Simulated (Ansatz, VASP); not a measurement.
**AgCl: VASP beside Ansatz**

```xyz
2
Lattice="0.0000 2.9932 2.9932 2.9932 0.0000 2.9932 2.9932 2.9932 0.0000" Properties=species:S:1:pos:R:3 pbc="T T T"
Ag    0.0000    0.0000    0.0000
Cl    1.4966    1.4966    1.4966
```

Alike in both runs: task single point; functional PBE-based screened hybrid; k mesh 4 × 4 × 4; no spin polarisation.

|  | VASP | Ansatz |
| --- | --- | --- |
| version | VASP 6.6.1 | Ansatz 0.2.0 |
| potentials or method | VASP PAW PBE potentials, release 64 (Ag, Cl) | plane waves |
| plane-wave cutoff (eV) | 520 | 420 |
| occupations | gaussian, width 0.01 eV | fixed |
| valence electrons in the cell | 18 | 26 |

VASP gave:

| Property | Result |
| --- | --- |
| gap on the k mesh at the Fermi level (eV) | 5.73 |
| pressure (GPa) | 0.9 |

Q: What did Ansatz give for the same quantities?

A: gap on the k mesh at the Fermi level (eV): 5.79; pressure (GPa): 1.1.

VASP's potentials were made for PBE, not for PBE-based screened hybrid. VASP's potentials hold 18 valence electrons a cell and Ansatz's 26, so a difference there can come from the potentials and not from the codes. Ansatz's warnings: stress exchange threshold loose, stress scf threshold loose.

The k mesh is coarse, so the values compare programs but aren't converged.
